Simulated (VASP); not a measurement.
# TaC (Fm-3m) in VASP: notebook

Runs on TaC. Level: PBEsol. Tasks: single point.

Program: VASP 6.6.1. These are calculated values, not measurements. Logs are shortened: lines on timing, memory, paths and dates and some standing lists are left out, and cuts for length are marked.

**1. The cell of the first run**

It takes space group Fm-3m (No. 225, cubic). Conventional cell: a = 4.440 Å, b = 4.440 Å, c = 4.440 Å, α = 90.00°, β = 90.00°, γ = 90.00°. Ta (site symmetry m-3m) has 6 C at 2.22 Å within 2.9 Å. C (site symmetry m-3m) has 6 Ta at 2.22 Å within 2.9 Å.

**2. Single point, PBEsol**

Input file INCAR:

```
PREC = Accurate ; ENCUT = 520
EDIFF = 1E-6 ; ISMEAR = 0
SIGMA = 0.1 ; LREAL = False
LASPH = True ; NELM = 80
ALGO = Normal ; ISIF = 2
LWAVE = False ; LCHARG = False
GGA = PS ; NBANDS = 14
```

Input file KPOINTS:

```
regular mesh
0
Gamma
  16 16 16
```

Input file POSCAR:

```
TaC
1.0
    0.0000000000      2.2198225814      2.2198225814
    2.2198225814      0.0000000000      2.2198225814
    2.2198225814      2.2198225814      0.0000000000
Ta C
1 1
Direct
    0.0000000000      0.0000000000      0.0000000000
    0.5000000000      0.5000000000      0.5000000000
```

Potentials or basis: VASP PAW PBE potentials, release 64 (Ta_pv, C).

Command:

```sh
$ cat potpaw_PBE.64/Ta_pv/POTCAR potpaw_PBE.64/C/POTCAR > POTCAR
$ mpirun -np 1 vasp_std > vasp.out
```

OUTCAR:

```text
PREC = Accurate
   ENCUT = 520
   EDIFF = 1E-6
   ISMEAR = 0
   LREAL = False
   LASPH = True
   NELM = 80
   ISIF = 2
   GGA = PS

 ion  position               nearest neighbor table
   1  0.000  0.000  0.000-   2 2.22   2 2.22   2 2.22   2 2.22   2 2.22   2 2.22
   2  0.500  0.500  0.500-   1 2.22   1 2.22   1 2.22   1 2.22   1 2.22   1 2.22

  LATTYP: Found a face centered cubic cell.
 ALAT       =     4.4396451628

  Lattice vectors:

 A1 = (   0.0000000000,   2.2198225814,   2.2198225814)
 A2 = (   2.2198225814,   0.0000000000,   2.2198225814)
 A3 = (   2.2198225814,   2.2198225814,   0.0000000000)

Analysis of symmetry for initial positions (statically):
=====================================================================
 Subroutine PRICEL returns:
 Original cell was already a primitive cell.

 Routine SETGRP: Setting up the symmetry group for a
 face centered cubic supercell.

 Subroutine GETGRP returns: Found 48 space group operations
 (whereof 48 operations were pure point group operations)
 out of a pool of 48 trial point group operations.

The static configuration has the point symmetry O_h .

Analysis of symmetry for dynamics (positions and initial velocities):
=====================================================================
 Subroutine PRICEL returns:
 Original cell was already a primitive cell.

 Routine SETGRP: Setting up the symmetry group for a
 face centered cubic supercell.

 Subroutine GETGRP returns: Found 48 space group operations
 (whereof 48 operations were pure point group operations)
 out of a pool of 48 trial point group operations.

The dynamic configuration has the point symmetry O_h .

 Subroutine INISYM returns: Found 48 space group operations
 (whereof 48 operations are pure point group operations),
 and found     1 'primitive' translations

----------------------------------------------------------------------------------------

                                     Primitive cell

  volume of cell :      21.8769

  direct lattice vectors                    reciprocal lattice vectors
     0.000000000  2.219822581  2.219822581    -0.225243226  0.225243226  0.225243226
     2.219822581  0.000000000  2.219822581     0.225243226 -0.225243226  0.225243226
     2.219822581  2.219822581  0.000000000     0.225243226  0.225243226 -0.225243226

  length of vectors
     3.139303201  3.139303201  3.139303201     0.390132712  0.390132712  0.390132712

  position of ions in fractional coordinates (direct lattice)
     0.000000000  0.000000000  0.000000000
     0.500000000  0.500000000  0.500000000

  ion indices of the primitive-cell ions
   primitive index   ion index
                 1           1
                 2           2

----------------------------------------------------------------------------------------

 KPOINTS: regular mesh

Automatic generation of k-mesh.
 Grid dimensions read from file:
 generate k-points for:   16   16   16

 Generating k-lattice:

  Cartesian coordinates                     Fractional coordinates (reciprocal lattice)
    -0.014077702  0.014077702  0.014077702     0.062500000  0.000000000  0.000000000
     0.014077702 -0.014077702  0.014077702     0.000000000  0.062500000  0.000000000
     0.014077702  0.014077702 -0.014077702     0.000000000  0.000000000  0.062500000

  Length of vectors
     0.024383294  0.024383294  0.024383294

  Shift w.r.t. Gamma in fractional coordinates (k-lattice)
     0.000000000  0.000000000  0.000000000

 Subroutine IBZKPT returns following result:
 ===========================================

 Found    145 irreducible k-points:

 Following reciprocal coordinates:
            Coordinates               Weight
  0.000000  0.000000  0.000000      1.000000
  0.062500  0.000000  0.000000      8.000000
  0.125000  0.000000  0.000000      8.000000
  0.187500  0.000000  0.000000      8.000000
  0.250000  0.000000  0.000000      8.000000
  0.312500  0.000000  0.000000      8.000000
[... 16 lines left out ...]
 -0.125000  0.062500  0.000000     24.000000
 -0.062500  0.062500  0.000000     12.000000
 [... further k-points ...]
   k-points           NKPTS =    145   k-points in BZ     NKDIM =    145   number of bands    NBANDS=     14
   number of dos      NEDOS =    301   number of ions     NIONS =      2
   total plane-waves  NPLWV =  13824
   dimension x,y,z NGX =    24 NGY =   24 NGZ =   24
   dimension x,y,z NGXF=    48 NGYF=   48 NGZF=   48
   ions per type =               1   1
   NGX,Y,Z   is equivalent  to a cutoff of  12.71, 12.71, 12.71 a.u.
   NGXF,Y,Z  is equivalent  to a cutoff of  25.42, 25.42, 25.42 a.u.
 SYSTEM =  unknown system
   PREC   = accura    normal or accurate (medium, high low for compatibility)
   ISTART =      0    job   : 0-new  1-cont  2-samecut
   ICHARG =      2    charge: 1-file 2-atom 10-const
   ISPIN  =      1    spin polarized calculation?
   LNONCOLLINEAR =      F non collinear calculations
   LSORBIT =      F    spin-orbit coupling
   LASPH  =      T    aspherical Exc in radial PAW
   ENCUT  =  520.0 eV  38.22 Ry    6.18 a.u.   5.84  5.84  5.84*2*pi/ulx,y,z
   NELM   =     80;   NELMIN=  2; NELMDL= -5     # of ELM steps
   EDIFF  = 0.1E-05   stopping-criterion for ELM
   LREAL  =      F    real-space projection
   EDIFFG = 0.1E-04   stopping-criterion for IOM
   NSW    =      0    number of steps for IOM
   IBRION =     -1    ionic relax: 0-MD 1-quasi-New 2-CG
   NFREE  =      0    steps in history (QN), initial steepest desc. (CG)
   ISIF   =      2    stress and relaxation
   ISYM   =      2    0-nonsym 1-usesym 2-fastsym
   POTIM  = 0.5000    time-step for ionic-motion
   TEBEG  =    0.0;   TEEND  =   0.0 temperature during run
   PSTRESS=    0.0 pullay stress
   NELECT =      15.0000    total number of electrons
   NUPDOWN=      -1.0000    fix difference up-down
   EMIN   =  10.00;   EMAX   =-10.00  energy-range for DOS
   EFERMI =   0.00;   METHOD = LEGACY
   ISMEAR =     0;   SIGMA  =   0.10  broadening in eV -4-tet -1-fermi 0-gaus
   EFERMI_NEDOS =   21; number of points for ismear=-14 and -15
   IALGO  =     38    algorithm
   IMIX   =      4    mixing-type and parameters
     AMIX     =   0.40;   BMIX     =  1.00
     AMIX_MAG =   1.60;   BMIX_MAG =  1.00
  volume/ion in A,a.u.               =      10.94        73.82
  Fermi-wavevector in a.u.,A,eV,Ry     =   1.443589  2.727988 28.353862  2.083950
  Thomas-Fermi vector in A             =   2.561980
   LORBIT       =      0    0 simple, 1 ext, 2 COOP (PROOUT), +10 PAW based schemes
   GGA     = PS    functional components
   LHFCALC =     F    Hartree Fock is set to
   AEXX    =    0.0000 exact exchange contribution
   IVDW    =     0    specifies the selected vdW correction
   LEPSILON=     F    determine dielectric tensor
   LRPA    =     F    only Hartree local field effects (RPA)
 non-spin polarized calculation
 Gauss-broadening in eV      SIGMA  =   0.10
  energy-cutoff  :      520.00
  volume of cell :       21.88
 maximum number of plane-waves:       609
   NGX = 11   NGY = 11   NGZ = 11

 number of electron      15.0000002 magnetization

 Free energy of the ion-electron system (eV)
  ---------------------------------------------------
  ext. energy  EPLUGINS =         0.00000000
  ---------------------------------------------------
  free energy    TOTEN  =       -23.52724016 eV

  energy without entropy =      -23.52561354  energy(sigma->0) =      -23.52642685

 E-fermi :   8.3164     XC(G=0): -13.3809

 val. band max:        8.2900788870   @ k =   0.4375   0.1875   0.0625
 cond. band min:       8.3389351645   @ k =   0.1250   0.0625   0.0000
 fundamental gap:      0.0488562776
 Fermi energy:         8.3163559102

 k-point     1 :       0.0000    0.0000    0.0000
  band No.  band energies     occupation
      1     -26.6200      2.00000
      2     -26.6200      2.00000
      3     -26.6200      2.00000
      4      -6.5127      2.00000
      5       6.9674      2.00000
      6       6.9674      2.00000
      7       6.9674      2.00000
      8       7.9054      2.00000
      9       7.9054      2.00000
     10       7.9054      2.00000
     11       8.9957      0.00000
     12       8.9957      0.00000
     13      15.0809      0.00000
     14      18.3672      0.00000

 k-point     2 :       0.0625    0.0000    0.0000
  band No.  band energies     occupation
      1     -26.6504      2.00000
      2     -26.6230      2.00000
      3     -26.6230      2.00000
      4      -6.3994      2.00000
      5       6.3805      2.00000
      6       6.7318      2.00000
      7       6.7318      2.00000
      8       7.4960      2.00000
      9       7.4960      2.00000
     10       8.2558      1.60790
     11       9.8644      0.00000
     12       9.8644      0.00000
     13      15.2968      0.00000
     14      18.6539      0.00000

 k-point     3 :       0.1250    0.0000    0.0000
  band No.  band energies     occupation
      1     -26.7363      2.00000
      2     -26.6316      2.00000
      3     -26.6316      2.00000
      4      -6.0686      2.00000
      5       5.3495      2.00000
      6       5.8650      2.00000
      7       5.8650      2.00000
      8       7.6505      2.00000
      9       7.6505      2.00000
     10       8.6706      0.00000
     11      11.2361      0.00000
     12      11.2361      0.00000
     13      15.8597      0.00000
     14      19.4484      0.00000
[... 324 lines left out ...]
 k-point    23 :      -0.1250    0.0625    0.0000
  band No.  band energies     occupation
      1     -26.7860      2.00000
      2     -26.6601      2.00000
      3     -26.6281      2.00000
      4      -5.8236      2.00000
      5       4.8252      2.00000
      6       5.2821      2.00000
      7       5.4418      2.00000
      8       7.4537      2.00000
      9       8.4048      0.21084
     10       9.0782      0.00000
     11      11.0063      0.00000
     12      12.5761      0.00000
     13      16.2787      0.00000
     14      20.0057      0.00000

 k-point    24 :      -0.0625    0.0625    0.0000
  band No.  band energies     occupation
      1     -26.6924      2.00000
      2     -26.6403      2.00000
      3     -26.6223      2.00000
      4      -6.2148      2.00000
      5       5.8777      2.00000
      6       6.0492      2.00000
      7       6.2074      2.00000
      8       7.1387      2.00000
      9       8.0715      1.99947
     10       8.6920      0.00000
     11      10.0008      0.00000
     12      11.1438      0.00000
     13      15.6436      0.00000
     14      19.1096      0.00000

 [... further k-points ...]

------------------------ aborting loop because EDIFF is reached ----------------------------------------

  FORCE on cell =-STRESS in cart. coord.  units (eV):
  Direction    XX          YY          ZZ          XY          YZ          ZX
  --------------------------------------------------------------------------------------
  -------------------------------------------------------------------------------------
  Total        0.1156724      0.1156724      0.1156724     -0.0000000      0.0000000      0.0000000
  in kB        8.4714104      8.4714104      8.4714104     -0.0000000      0.0000000      0.0000000
  external PRESSURE =       8.4714104 kB  Pullay stress =       0.0000000 kB

 VOLUME and BASIS-vectors are now :
 -----------------------------------------------------------------------------
  energy-cutoff  :      520.00
  volume of cell :       21.88
      direct lattice vectors                 reciprocal lattice vectors
     0.000000000  2.219822581  2.219822581    -0.225243226  0.225243226  0.225243226
     2.219822581  0.000000000  2.219822581     0.225243226 -0.225243226  0.225243226
     2.219822581  2.219822581  0.000000000     0.225243226  0.225243226 -0.225243226

 POSITION                                       TOTAL-FORCE (eV/Angst)
 -----------------------------------------------------------------------------------
      0.00000      0.00000      0.00000        -0.000000      0.000000      0.000000
      2.21982      2.21982      2.21982         0.000000     -0.000000     -0.000000
 -----------------------------------------------------------------------------------
    total drift:                                0.000000     -0.000000     -0.000000

  FREE ENERGIE OF THE ION-ELECTRON SYSTEM (eV)
  ---------------------------------------------------
  free  energy   TOTEN  =       -23.5272401567 eV

  energy  without entropy=      -23.5256135435  energy(sigma->0) =      -23.52642685
```

It took 22 s on 1 thread of Intel Xeon 6975P-C, shared host; peak memory 0.17 GiB.

Results:

```yaml
Free_energy: -23.5272 eV
Pressure: 0.8 GPa
```

Caveat: the PAW data sets were made with another functional, which shifts forces and pressure a little; spin-orbit coupling is left out, which moves the levels of the heavy elements.

**3. Single point, PBEsol**

This run uses another cell than the first one, of 11.04 Å³/atom, 1.010 times its volume.

Input file INCAR:

```
ALGO = Normal ; EDIFF = 1E-6
ENCUT = 600 ; GGA = PS
GGA_COMPAT = False ; ISIF = 2
ISMEAR = 0 ; LASPH = True
LCHARG = False ; LREAL = False
LWAVE = False ; NBANDS = 14
NELM = 120 ; PREC = Accurate
SIGMA = 0.1
```

Input file KPOINTS:

```
k-points
0
Gamma
  8 8 8
```

Input file POSCAR:

```
TaC
1.0
    0.0000000000     -2.2270000000     -2.2270000000
    2.2270000000      0.0000000000     -2.2270000000
    2.2270000000     -2.2270000000      0.0000000000
Ta C
1 1
Direct
    0.0000000000      0.0000000000      0.0000000000
    0.5000000000      0.5000000000      0.5000000000
```

Potentials or basis: VASP PAW PBE potentials, release 64 (Ta_pv, C).

Command:

```sh
$ cat potpaw_PBE.64/Ta_pv/POTCAR potpaw_PBE.64/C/POTCAR > POTCAR
$ mpirun -np 1 vasp_std > vasp.out
```

It took 12 s on 1 thread of Intel Xeon Platinum 8488C (Sapphire Rapids), shared host; peak memory 0.16 GiB.

It converged, with:

- Free energy: -23.5198 eV
- Pressure: -2.5 GPa

Levels at points of the mesh, in eV from the Fermi level:
| k point | band 4 | band 5 | band 6 | band 7 | band 8 | band 9 | band 10 | band 11 | band 12 | band 13 |
| --- | --- | --- | --- | --- | --- | --- | --- | --- | --- | --- |
| (0.00, 0.00, 0.00) | -14.99 | -1.57 | -1.57 | -1.57 | -0.64 | -0.64 | -0.64 | 0.43 | 0.43 | 6.41 |
| (0.50, 0.00, 0.00) | -10.48 | -8.97 | -5.69 | -5.69 | 2.51 | 2.51 | 3.50 | 5.19 | 9.80 | 9.80 |
| (0.50, 0.50, 0.00) | -12.86 | -4.81 | -4.80 | -1.94 | -1.94 | 2.40 | 3.89 | 3.89 | 6.64 | 7.97 |

Caveat: the PAW data sets were made with another functional, which shifts forces and pressure a little; spin-orbit coupling is left out, which moves the levels of the heavy elements.
